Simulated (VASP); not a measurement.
**TaN: single point with PBE**

TaN:

```
Ta N
1.0
     0.00000    1.99653    2.59549
     1.99653    0.00000    2.59549
     1.99653    1.99653    0.00000
Ta N
1 1
Direct
  0.50000 0.50000 0.50000
  0.00000 0.00000 0.00000
```

This cell differs from its parent crystal: ratio of the length along z to the lengths across it x 1.3, volume and fractional coordinates fixed.

- Program: VASP 6.6.1
- Task: single point
- Functional: PBE
- Potentials or basis: VASP PAW PBE potentials, release 64 (Ta_pv, N)
- Cutoff: 600 eV
- k mesh: 20 × 20 × 20
- Occupations: gaussian, width 0.15 eV
- Spin: no spin polarisation
- Dipole correction: no
- Further INCAR settings: ALGO = Normal; EDIFF = 1e-06; NBANDS = 15

```json
{
  "Pressure": "66.6 GPa",
  "Band gap on the k mesh": "zero (band 8 reaches 11.93 eV, above the bottom of band 9 at 6.20 eV)"
}
```

Stress tensor (GPa, compression positive):
```
101.23   0.00   0.00
  0.00 101.23   0.00
  0.00   0.00  -2.66
```

Levels at points of the mesh, in eV from the Fermi level:
| k point | band 5 | band 6 | band 7 | band 8 | band 9 | band 10 | band 11 | band 12 |
| --- | --- | --- | --- | --- | --- | --- | --- | --- |
| (0.00, 0.00, 0.00) | -4.27 | -3.97 | -3.81 | -3.32 | -3.32 | -0.29 | -0.29 | 2.09 |
| (0.50, 0.00, 0.00) | -10.53 | -8.22 | -8.12 | 2.38 | 3.03 | 3.23 | 3.45 | 4.35 |
| (0.50, 0.50, 0.00) | -7.62 | -5.36 | -3.66 | -3.66 | 2.74 | 3.62 | 3.62 | 4.39 |
| (0.50, 0.00, 0.50) | -5.27 | -5.08 | -4.92 | -4.17 | 1.10 | 1.39 | 6.11 | 8.11 |

Run time: 3 min on 1 thread of Intel(R) Xeon(R) Platinum 8259CL CPU @ 2.50GHz (Skylake/Cascade Lake), on a shared host, peak memory 0.36 GiB.

Caveat: spin-orbit coupling is left out, which moves the levels of the heavy elements.
